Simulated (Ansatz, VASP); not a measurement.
# Two plane-wave programs on Yb

INCAR

```
SYSTEM = Yb
ALGO = Normal
EDIFF = 1E-6
ENCUT = 520
GGA = PE
ISIF = 2
ISMEAR = -1
ISPIN = 2
LASPH = .TRUE.
LCHARG = .TRUE.
LELF = .TRUE.
LMAXMIX = 6
LORBIT = 11
LREAL = .FALSE.
LVHAR = .TRUE.
LWAVE = .FALSE.
MAGMOM = 1
NBANDS = 22
NELM = 150
NUPDOWN = 1.0
PREC = Accurate
SIGMA = 0.05
```

The input KPOINTS:

```
k-points
0
G
  7 7 7
  0 0 0
```

The input POSCAR:

```
Yb
1.0
    0.0000000000      2.7431000000      2.7431000000
    2.7431000000      0.0000000000      2.7431000000
    2.7431000000      2.7431000000      0.0000000000
Yb
1
Direct
    0.0000000000      0.0000000000      0.0000000000
```

Contents of input.yaml:

```yaml
crystal:
  lattice:
    - [0.0, 2.7431, 2.7431]
    - [2.7431, 0.0, 2.7431]
    - [2.7431, 2.7431, 0.0]
  atoms:
    - { symbol: Yb, position: [0.0, 0.0, 0.0], spin: 1.0 }
hamiltonian:
  xc: pbe
  pseudopotentials: { kind: paw }
magnetization:
  spin_polarized: true
  initial_magnetization: 1.0
  spin_locking: { lock_magnetization: hard }
kpoints:
  mp_grid: { grid: [7, 7, 7] }
scf:
  occupations: { method: fermi_dirac, width: 0.05 }
  lower_state_search: "off"
output:
  forces: true
  stress: true
  eigenvalues: true
  write_density: true
  write_potential: true
  elf: true
  volumetric_format: npy
```

Alike in both runs: task single point; functional PBE; k mesh 7 × 7 × 7; occupations fermi-dirac, width 0.05 eV; collinear spin; fixed moment 1 μB.

|  | VASP | Ansatz |
| --- | --- | --- |
| version | VASP 6.6.1 | Ansatz 0.2.0 |
| potentials or method | VASP PAW PBE potentials, release 64 (Yb) | Ansatz PAW |
| plane-wave cutoff (eV) | 520 | 420 |
| valence electrons in the cell | 24 | 24 |

Ansatz gave:

```
pressure (GPa)                                                : -2.1
net moment per atom (μB)                                      : 1.00
size of the moment on the site where the two differ most (μB) : 0.63
```

Problem. Estimate VASP's values.

Solution. Pressure (GPa): -2.5; net moment per atom (μB): 1.00; size of the moment on the site where the two differ most (μB): 0.45.

Site moments also hang on the region over which each program counts them.

Neither program's run includes spin-orbit coupling.
